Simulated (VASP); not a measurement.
# InP: single point with PBEsol

The system is InP.

```
CELL_PARAMETERS angstrom
0.00000 2.61981 2.61981
2.61981 0.00000 2.61981
2.61981 2.61981 0.00000
ATOMIC_POSITIONS crystal
In 0.00000 0.00000 0.00000
P 0.75000 0.75000 0.75000
```

```yaml
Program: VASP 6.6.1
Task: single point
Functional: PBEsol
Potentials_or_basis: VASP PAW PBE potentials, release 64 (In_d, P)
Cutoff: 520 eV
k_mesh: 10 × 10 × 10
Occupations: gaussian, width 0.01 eV
Spin: no spin polarisation
Dipole_correction: no
Further_INCAR_settings: ALGO = Normal; EDIFF = 1e-06; NBANDS = 16
```

| Quantity | Value |
| --- | --- |
| Pressure | 49.7 GPa |
| Band gap on the k mesh | 0.87 eV, indirect (least direct gap 2.22 eV) |

Levels at points of the mesh, in eV from the valence-band top:
| k point | band 7 | band 8 | band 9 | band 10 | band 11 | band 12 |
| --- | --- | --- | --- | --- | --- | --- |
| (0.00, 0.00, 0.00) | 0.00 | 0.00 | 0.00 | 2.22 | 3.71 | 3.71 |
| (0.50, 0.00, 0.00) | -8.16 | -1.64 | -1.64 | 2.06 | 4.49 | 4.49 |
| (0.50, 0.50, 0.00) | -7.67 | -3.82 | -3.82 | 0.87 | 1.73 | 10.62 |

Run time: 11 s on 1 thread of Intel(R) Xeon(R) 6975P-C (Granite Rapids) (shared host), peak memory 0.16 GiB.

Caveat: the PAW data sets were made with another functional, which shifts forces and pressure a little; spin-orbit coupling is left out, which moves the levels of the heavy elements. A k mesh can miss the band edges.
